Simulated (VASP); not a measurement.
**SnTe: single point with PBE**

SnTe:

```
Sn Te
1.0
     0.00000    3.70498    3.70498
     3.70498    0.00000    3.70498
     3.70498    3.70498    0.00000
Sn Te
1 1
Direct
  0.00000 0.00000 0.00000
  0.75000 0.75000 0.75000
```

```json
{"Program": "VASP 6.6.1", "Task": "single point", "Functional": "PBE", "Potentials or basis": "VASP PAW PBE potentials, release 64 (Sn_d, Te)", "Cutoff": "500 eV", "k mesh": "6 × 6 × 6", "Occupations": "gaussian, width 0.01 eV", "Spin": "no spin polarisation"}
```

```yaml
Pressure: -1.7 GPa
Band_gap_on_the_k_mesh: 0.44 eV, indirect (least direct gap 0.87 eV)
```

Levels at points of the mesh, in eV from the valence-band top:
| k point | band 7 | band 8 | band 9 | band 10 | band 11 | band 12 | band 13 | band 14 |
| --- | --- | --- | --- | --- | --- | --- | --- | --- |
| (0.00, 0.00, 0.00) | -5.18 | -1.54 | -1.54 | -1.54 | 1.26 | 1.26 | 1.26 | 4.35 |
| (0.50, 0.00, 0.00) | -6.62 | -2.02 | -2.02 | -1.72 | 2.02 | 2.02 | 3.31 | 5.92 |
| (0.50, 0.50, 0.00) | -6.95 | -2.61 | -2.61 | -0.43 | 0.44 | 3.81 | 3.81 | 5.55 |

Wall time 20 s on 1 thread of Intel(R) Xeon(R) 6975P-C (Granite Rapids) (shared host), peak memory 0.24 GiB.

Caveat: spin-orbit coupling is left out, which moves the levels of the heavy elements. A k mesh can miss the band edges.
